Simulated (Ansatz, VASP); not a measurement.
**Two plane-wave programs on CuAu**

```xyz
2
Lattice="2.8840 0.0000 0.0000 0.0000 2.8840 0.0000 0.0000 0.0000 3.7250" Properties=species:S:1:pos:R:3 pbc="T T T"
Cu    1.4420    1.4420    1.8625
Au    0.0000    0.0000    0.0000
```

Change from the starting cell: strain +0.030 along x and y, +0.015 along z, atoms carried along.

Alike in both runs: task single point; functional PBEsol; k mesh 18 × 18 × 14; occupations gaussian, width 0.15 eV; no spin polarisation.

```csv
,VASP,Ansatz
version,VASP 6.6.1,Ansatz 0.2.0
potentials or method,"VASP PAW PBE potentials, release 64 (Cu, Au), cutoff 520 eV","scalar-relativistic, plane waves, PAW"
valence electrons in the cell,22,38
```

```csv
,VASP,Ansatz,Ansatz less VASP
gap on the k mesh at the Fermi level (eV),none,none,-
pressure (GPa),-11.7,-11.7,+0.08
```

VASP's potentials were made for PBE, not for PBEsol. A gap of «none» marks a metal or a gap that the smearing closes. The functional is the same, so the differences come from potentials, cutoffs and numerics. VASP's potentials hold 22 valence electrons a cell and Ansatz's 38, so a difference there can come from the potentials and not from the codes.

Spin-orbit coupling is off throughout.
